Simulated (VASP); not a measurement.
# CaMg2O3 (P-3m1) in VASP: density of states with PBE

Aim: the density of states of CaMg2O3 with PBE.

All numbers are computed with VASP 6.6.1; they aren't measurements. Logs are shortened: lines on timing, memory, paths and dates and some standing lists are left out, and cuts for length are marked.

### 1 The cell of the first run

It takes space group P-3m1 (No. 164, trigonal). Conventional cell: a = 3.149 Å, b = 3.149 Å, c = 7.733 Å, α = 90.00°, β = 90.00°, γ = 120.00°. Within 3.1 Å of Ca (site symmetry -3m) lie 6 O at 2.33 Å. Within 2.9 Å of Mg (site symmetry 3m) lie 6 O at 2.18 Å. O (site symmetry 3m) has 3 Mg at 2.18 Å and 3 Ca at 2.33 Å within 2.9 Å. Within 2.9 Å of O (site symmetry -3m) lie 6 Mg at 2.18 Å.

### 2 Density of states, PBE

POSCAR

```
CaMg2O3
1.0
    3.1487951315      0.0000000000      0.0000000000
   -1.5743975658      2.7269365752      0.0000000000
    0.0000000000      0.0000000000      7.7326072258
Ca Mg O
1 2 3
Direct
    0.0000000000      0.0000000000      0.0000000000
    0.3333333333      0.6666666667      0.3436237572
    0.6666666667      0.3333333333      0.6563762428
    0.3333333333      0.6666666667      0.8116721807
    0.6666666667      0.3333333333      0.1883278193
    0.0000000000      0.0000000000      0.5000000000
```

INCAR.step1

```
PREC = Accurate
ENCUT = 520
EDIFF = 1E-6
ISMEAR = 0
SIGMA = 0.02
LREAL = F
LASPH = T
NELM = 80
ALGO = Normal
ISIF = 2
LWAVE = F
LCHARG = T
GGA = PE
NBANDS = 25
```

KPOINTS.step1

```
regular mesh
0
Gamma
  12 12 4
```

INCAR.step2

```
PREC = Accurate
ENCUT = 520
EDIFF = 1E-6
ISMEAR = -5
SIGMA = 0.02
LREAL = F
LASPH = T
NELM = 80
ALGO = Normal
ISIF = 2
LWAVE = F
LCHARG = F
GGA = PE
LORBIT = 11
NBANDS = 25
NEDOS = 2001
ICHARG = 11
```

KPOINTS.step2

```
regular mesh
0
Gamma
  18 18 6
```

Potentials or basis: VASP PAW PBE potentials, release 64 (Ca_sv, Mg, O).

Run with:

```bash
$ cat potpaw_PBE.64/Ca_sv/POTCAR potpaw_PBE.64/Mg/POTCAR potpaw_PBE.64/O/POTCAR > POTCAR
$ cp INCAR.step1 INCAR
$ cp KPOINTS.step1 KPOINTS
$ mpirun -np 1 vasp_std > vasp.out
$ cp INCAR.step2 INCAR
$ cp KPOINTS.step2 KPOINTS
$ mpirun -np 1 vasp_std > vasp.out
```

OUTCAR:

```text
PREC = Accurate
   ENCUT = 520
   EDIFF = 1E-6
   ISMEAR = -5
   LREAL = F
   LASPH = T
   NELM = 80
   ISIF = 2
   GGA = PE
   LORBIT = 11
   ICHARG = 11

 ion  position               nearest neighbor table
   1  0.000  0.000  0.000-   4 2.33   5 2.33   5 2.33   4 2.33   5 2.33   4 2.33   2 3.22   3 3.22
                             2 3.22   3 3.22   3 3.22   2 3.22
   2  0.333  0.667  0.344-   5 2.18   5 2.18   5 2.18   6 2.18   6 2.18   6 2.18   3 3.03   3 3.03
                             3 3.03   1 3.22   1 3.22   1 3.22
   3  0.667  0.333  0.656-   4 2.18   4 2.18   4 2.18   6 2.18   6 2.18   6 2.18   2 3.03   2 3.03
                             2 3.03   1 3.22   1 3.22   1 3.22
   4  0.333  0.667  0.812-   3 2.18   3 2.18   3 2.18   1 2.33   1 2.33   1 2.33
   5  0.667  0.333  0.188-   2 2.18   2 2.18   2 2.18   1 2.33   1 2.33   1 2.33
   6  0.000  0.000  0.500-   2 2.18   3 2.18   3 2.18   2 2.18   3 2.18   2 2.18

  LATTYP: Found a hexagonal cell.
 ALAT       =     3.1487951315
 C/A-ratio  =     2.4557352584

  Lattice vectors:

 A1 = (   3.1487951315,   0.0000000000,   0.0000000000)
 A2 = (  -1.5743975658,   2.7269365752,   0.0000000000)
 A3 = (   0.0000000000,   0.0000000000,   7.7326072258)

Analysis of symmetry for initial positions (statically):
=====================================================================
 Subroutine PRICEL returns:
 Original cell was already a primitive cell.

 Routine SETGRP: Setting up the symmetry group for a
 hexagonal supercell.

 Subroutine GETGRP returns: Found 12 space group operations
 (whereof 12 operations were pure point group operations)
 out of a pool of 24 trial point group operations.

The static configuration has the point symmetry D_3d.

Analysis of symmetry for dynamics (positions and initial velocities):
=====================================================================
 Subroutine PRICEL returns:
 Original cell was already a primitive cell.

 Routine SETGRP: Setting up the symmetry group for a
 hexagonal supercell.

 Subroutine GETGRP returns: Found 12 space group operations
 (whereof 12 operations were pure point group operations)
 out of a pool of 24 trial point group operations.

The dynamic configuration has the point symmetry D_3d.

 Subroutine INISYM returns: Found 12 space group operations
 (whereof 12 operations are pure point group operations),
 and found     1 'primitive' translations

----------------------------------------------------------------------------------------

                                     Primitive cell

  volume of cell :      66.3965

  direct lattice vectors                    reciprocal lattice vectors
     3.148795132  0.000000000  0.000000000     0.317581792  0.183355933  0.000000000
    -1.574397566  2.726936575  0.000000000     0.000000000  0.366711866  0.000000000
     0.000000000  0.000000000  7.732607226     0.000000000  0.000000000  0.129322487

  length of vectors
     3.148795132  3.148795132  7.732607226     0.366711866  0.366711866  0.129322487

  position of ions in fractional coordinates (direct lattice)
     0.000000000  0.000000000  0.000000000
     0.333333333  0.666666667  0.343623757
     0.666666667  0.333333333  0.656376243
     0.333333333  0.666666667  0.811672181
     0.666666667  0.333333333  0.188327819
     0.000000000  0.000000000  0.500000000

  ion indices of the primitive-cell ions
   primitive index   ion index
                 1           1
                 2           2
                 3           3
                 4           4
                 5           5
                 6           6

----------------------------------------------------------------------------------------

 KPOINTS: regular mesh

Automatic generation of k-mesh.
 Grid dimensions read from file:
 generate k-points for:   18   18    6

 Generating k-lattice:

  Cartesian coordinates                     Fractional coordinates (reciprocal lattice)
     0.017643433  0.010186441  0.000000000     0.055555556  0.000000000  0.000000000
     0.000000000  0.020372881  0.000000000     0.000000000  0.055555556  0.000000000
     0.000000000  0.000000000  0.021553748     0.000000000  0.000000000  0.166666667

  Length of vectors
     0.020372881  0.020372881  0.021553748

  Shift w.r.t. Gamma in fractional coordinates (k-lattice)
     0.000000000  0.000000000  0.000000000

 TETIRR: Found   2825 inequivalent tetrahedra from    11664

 Subroutine IBZKPT returns following result:
 ===========================================

 Found    202 irreducible k-points:

 Following reciprocal coordinates:
            Coordinates               Weight
  0.000000  0.000000  0.000000      1.000000
  0.055556  0.000000  0.000000      6.000000
  0.111111  0.000000  0.000000      6.000000
  0.166667  0.000000  0.000000      6.000000
  0.222222  0.000000  0.000000      6.000000
  0.277778  0.000000  0.000000      6.000000
[... 16 lines left out ...]
  0.333333  0.111111  0.000000     12.000000
  0.388889  0.111111  0.000000     12.000000
 [... further k-points ...]
   k-points           NKPTS =    202   k-points in BZ     NKDIM =    202   number of bands    NBANDS=     25
   number of dos      NEDOS =   2001   number of ions     NIONS =      6
   total plane-waves  NPLWV =  34560
   dimension x,y,z NGX =    24 NGY =   24 NGZ =   60
   dimension x,y,z NGXF=    48 NGYF=   48 NGZF=  120
   ions per type =               1   2   3
   NGX,Y,Z   is equivalent  to a cutoff of  12.67, 12.67, 12.90 a.u.
   NGXF,Y,Z  is equivalent  to a cutoff of  25.34, 25.34, 25.80 a.u.
 SYSTEM =  unknown system
   PREC   = accura    normal or accurate (medium, high low for compatibility)
   ISTART =      0    job   : 0-new  1-cont  2-samecut
   ICHARG =     11    charge: 1-file 2-atom 10-const
   ISPIN  =      1    spin polarized calculation?
   LNONCOLLINEAR =      F non collinear calculations
   LSORBIT =      F    spin-orbit coupling
   LASPH  =      T    aspherical Exc in radial PAW
   ENCUT  =  520.0 eV  38.22 Ry    6.18 a.u.   5.85  5.85 14.38*2*pi/ulx,y,z
   NELM   =     80;   NELMIN=  2; NELMDL=  0     # of ELM steps
   EDIFF  = 0.1E-05   stopping-criterion for ELM
   LREAL  =      F    real-space projection
   EDIFFG = 0.1E-04   stopping-criterion for IOM
   NSW    =      0    number of steps for IOM
   IBRION =     -1    ionic relax: 0-MD 1-quasi-New 2-CG
   NFREE  =      0    steps in history (QN), initial steepest desc. (CG)
   ISIF   =      2    stress and relaxation
   ISYM   =      2    0-nonsym 1-usesym 2-fastsym
   POTIM  = 0.5000    time-step for ionic-motion
   TEBEG  =    0.0;   TEEND  =   0.0 temperature during run
   PSTRESS=    0.0 pullay stress
   NELECT =      32.0000    total number of electrons
   NUPDOWN=      -1.0000    fix difference up-down
   EMIN   =  10.00;   EMAX   =-10.00  energy-range for DOS
   EFERMI =   0.00;   METHOD = LEGACY
   ISMEAR =    -5;   SIGMA  =   0.02  broadening in eV -4-tet -1-fermi 0-gaus
   EFERMI_NEDOS =   21; number of points for ismear=-14 and -15
   IALGO  =     38    algorithm
   IMIX   =      4    mixing-type and parameters
     AMIX     =   0.40;   BMIX     =  1.00
     AMIX_MAG =   1.60;   BMIX_MAG =  1.00
  volume/ion in A,a.u.               =      11.07        74.68
  Fermi-wavevector in a.u.,A,eV,Ry     =   1.283541  2.425540 22.415287  1.647477
  Thomas-Fermi vector in A             =   2.415788
   LORBIT       =     11    0 simple, 1 ext, 2 COOP (PROOUT), +10 PAW based schemes
   GGA     = PE    functional components
   LHFCALC =     F    Hartree Fock is set to
   AEXX    =    0.0000 exact exchange contribution
   IVDW    =     0    specifies the selected vdW correction
   LEPSILON=     F    determine dielectric tensor
   LRPA    =     F    only Hartree local field effects (RPA)
 non-spin polarized calculation
 Fermi weights with tetrahedron method with Bloechl corrections
  energy-cutoff  :      520.00
  volume of cell :       66.40
 maximum number of plane-waves:      1811

 number of electron      31.9999987 magnetization

 Free energy of the ion-electron system (eV)
  ---------------------------------------------------
  ext. energy  EPLUGINS =         0.00000000
  ---------------------------------------------------
  free energy    TOTEN  =       -36.14190903 eV

  energy without entropy =      -36.14190903  energy(sigma->0) =      -36.14190903

 E-fermi :   2.7987     XC(G=0): -10.7592

 val. band max:        2.7888239370   @ k =   0.0000   0.0000   0.0000
 cond. band min:       6.8975755696   @ k =   0.0000   0.0000   0.0000
 fundamental gap:      4.1087516326
 Fermi energy:         2.7987121602

 k-point     1 :       0.0000    0.0000    0.0000
  band No.  band energies     occupation
      1     -34.8232      2.00000
      2     -16.5320      2.00000
      3     -15.5060      2.00000
      4     -15.5060      2.00000
      5     -13.7902      2.00000
      6     -12.9525      2.00000
[... 17 lines left out ...]
     24      11.8752      0.00000
     25      14.7852      0.00000

 k-point     2 :       0.0556    0.0000    0.0000
  band No.  band energies     occupation
      1     -34.8185      2.00000
      2     -16.5138      2.00000
      3     -15.5594      2.00000
      4     -15.5125      2.00000
      5     -13.7558      2.00000
      6     -12.9272      2.00000
[... 17 lines left out ...]
     24      12.0126      0.00000
     25      14.8096      0.00000

 k-point     3 :       0.1111    0.0000    0.0000
  band No.  band energies     occupation
      1     -34.8050      2.00000
      2     -16.4609      2.00000
      3     -15.7025      2.00000
      4     -15.5312      2.00000
      5     -13.6643      2.00000
      6     -12.8573      2.00000
[... 17 lines left out ...]
     24      12.3662      0.00000
     25      14.8279      0.00000

 k-point     4 :       0.1667    0.0000    0.0000
  band No.  band energies     occupation
      1     -34.7843      2.00000
      2     -16.3791      2.00000
      3     -15.8979      2.00000
      4     -15.5597      2.00000
      5     -13.5379      2.00000
      6     -12.7599      2.00000
[... 17 lines left out ...]
     24      12.8083      0.00000
     25      14.6592      0.00000

 k-point     5 :       0.2222    0.0000    0.0000
  band No.  band energies     occupation
      1     -34.7588      2.00000
      2     -16.2907      2.00000
      3     -16.0960      2.00000
      4     -15.5943      2.00000
      5     -13.3953      2.00000
      6     -12.6682      2.00000
[... 17 lines left out ...]
     24      13.2231      0.00000
     25      14.3009      0.00000

 k-point     6 :       0.2778    0.0000    0.0000
  band No.  band energies     occupation
      1     -34.7314      2.00000
      2     -16.3672      2.00000
      3     -16.1083      2.00000
      4     -15.6309      2.00000
      5     -13.2514      2.00000
      6     -12.6507      2.00000
[... 17 lines left out ...]
     24      13.5344      0.00000
     25      13.9591      0.00000
[... 393 lines left out ...]
 k-point    21 :       0.2222    0.1111    0.0000
  band No.  band energies     occupation
      1     -34.7229      2.00000
      2     -16.3626      2.00000
      3     -16.1070      2.00000
      4     -15.6854      2.00000
      5     -13.2034      2.00000
      6     -12.5953      2.00000
[... 17 lines left out ...]
     24      13.6144      0.00000
     25      13.8366      0.00000

 k-point    22 :       0.2778    0.1111    0.0000
  band No.  band energies     occupation
      1     -34.6986      2.00000
      2     -16.5206      2.00000
      3     -15.9952      2.00000
      4     -15.7315      2.00000
      5     -13.0790      2.00000
      6     -12.6579      2.00000
[... 17 lines left out ...]
     24      13.6783      0.00000
     25      13.7803      0.00000

 k-point    23 :       0.3333    0.1111    0.0000
  band No.  band energies     occupation
      1     -34.6786      2.00000
      2     -16.6443      2.00000
      3     -15.9000      2.00000
      4     -15.7662      2.00000
      5     -12.9832      2.00000
      6     -12.7169      2.00000
[... 17 lines left out ...]
     24      13.7117      0.00000
     25      13.8272      0.00000

 k-point    24 :       0.3889    0.1111    0.0000
  band No.  band energies     occupation
      1     -34.6655      2.00000
      2     -16.7226      2.00000
      3     -15.8451      2.00000
      4     -15.7782      2.00000
      5     -12.9322      2.00000
      6     -12.7477      2.00000
[... 17 lines left out ...]
     24      13.6289      0.00000
     25      13.9452      0.00000

 [... further k-points ...]

------------------------ aborting loop because EDIFF is reached ----------------------------------------

  FORCE on cell =-STRESS in cart. coord.  units (eV):
  Direction    XX          YY          ZZ          XY          YZ          ZX
  --------------------------------------------------------------------------------------
  -------------------------------------------------------------------------------------
  Total       -0.0602885     -0.0602885      0.0115063      0.0000000     -0.0000000     -0.0000000
  in kB       -1.4547889     -1.4547889      0.2776524      0.0000000     -0.0000000     -0.0000000
  external PRESSURE =      -0.8773085 kB  Pullay stress =       0.0000000 kB

 VOLUME and BASIS-vectors are now :
 -----------------------------------------------------------------------------
  energy-cutoff  :      520.00
  volume of cell :       66.40
      direct lattice vectors                 reciprocal lattice vectors
     3.148795132  0.000000000  0.000000000     0.317581792  0.183355933  0.000000000
    -1.574397566  2.726936575  0.000000000     0.000000000  0.366711866  0.000000000
     0.000000000  0.000000000  7.732607226     0.000000000  0.000000000  0.129322487

 POSITION                                       TOTAL-FORCE (eV/Angst)
 -----------------------------------------------------------------------------------
      0.00000      0.00000      0.00000         0.000000      0.000000      0.000000
     -0.00000      1.81796      2.65711         0.000000      0.000000      0.005725
      1.57440      0.90898      5.07550         0.000000     -0.000000     -0.005725
     -0.00000      1.81796      6.27634        -0.000000      0.000000     -0.080634
      1.57440      0.90898      1.45627         0.000000     -0.000000      0.080634
      0.00000      0.00000      3.86630         0.000000      0.000000      0.000000
 -----------------------------------------------------------------------------------
    total drift:                                0.000000     -0.000000      0.000000

  FREE ENERGIE OF THE ION-ELECTRON SYSTEM (eV)
  ---------------------------------------------------
  free  energy   TOTEN  =       -36.1419090336 eV

  energy  without entropy=      -36.1419090336  energy(sigma->0) =      -36.14190903

 total charge

# of ion       s       p       d       tot
------------------------------------------
    1        2.051   5.899   0.357   8.307
    2        0.136   0.150   0.061   0.347
    3        0.136   0.150   0.061   0.347
    4        1.547   3.498   0.000   5.045
    5        1.547   3.498   0.000   5.045
    6        1.541   3.500   0.000   5.042
--------------------------------------------------
tot          6.959  16.694   0.479  24.133
```

It took 3.9 min on 1 thread of AMD EPYC 7R43 (Zen 3), shared host; peak memory 0.38 GiB.

Results:

```yaml
Valence_electrons_inside_the_program's_atomic_spheres: Ca 8.31; Mg 0.35; O 5.04
```
